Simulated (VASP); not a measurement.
Input of a VASP 6.6.1 run:

Contents of INCAR:

```
SYSTEM = Te
  ALGO = Normal
  EDIFF = 1E-6
  ENCUT = 520
  GGA = PE
  ISIF = 2
  ISMEAR = -1
  LASPH = .TRUE.
  LCHARG = .TRUE.
  LELF = .TRUE.
  LREAL = .FALSE.
  LVHAR = .TRUE.
  LWAVE = .FALSE.
  NBANDS = 16
  NELM = 60
  PREC = Accurate
  SIGMA = 0.05
```

KPOINTS

```
k-points
0
G
  5 5 3
  0 0 0
```

File POSCAR:

```
Te
1.0
    4.5302708278      0.0000000000      0.0000000000
   -2.2651354139      3.9233296229      0.0000000000
    0.0000000000      0.0000000000      5.9374277250
Te
3
Direct
    0.2684005468      1.0000000000      0.3333333333
    0.0000000000      0.2684005468      0.6666666667
    0.7315994532      0.7315994532      0.0000000000
```

Potentials or basis: VASP PAW PBE potentials, release 64 (Te).

Launch:

```sh
$ cat potpaw_PBE.64/Te/POTCAR > POTCAR
$ mpirun -np 1 vasp_std > vasp.out
```

Problem. What does it give for the largest force?

Solution. 0.008 eV/Å.

Problem. Estimate the band gap on the k mesh.

Solution. 0.88 eV (least direct gap 1.23 eV).

Problem. Predict the pressure.

Solution. 0.0 GPa.

Forces in eV/Å, atoms in the order of the input:
```
Te   0.008  0.000  0.000
Te  -0.004  0.007  0.000
Te  -0.004 -0.007  0.000
```

Caveat: spin-orbit coupling is left out, which moves the levels of the heavy elements; an odd mesh through Γ misses points on the zone boundary, where band edges can lie.
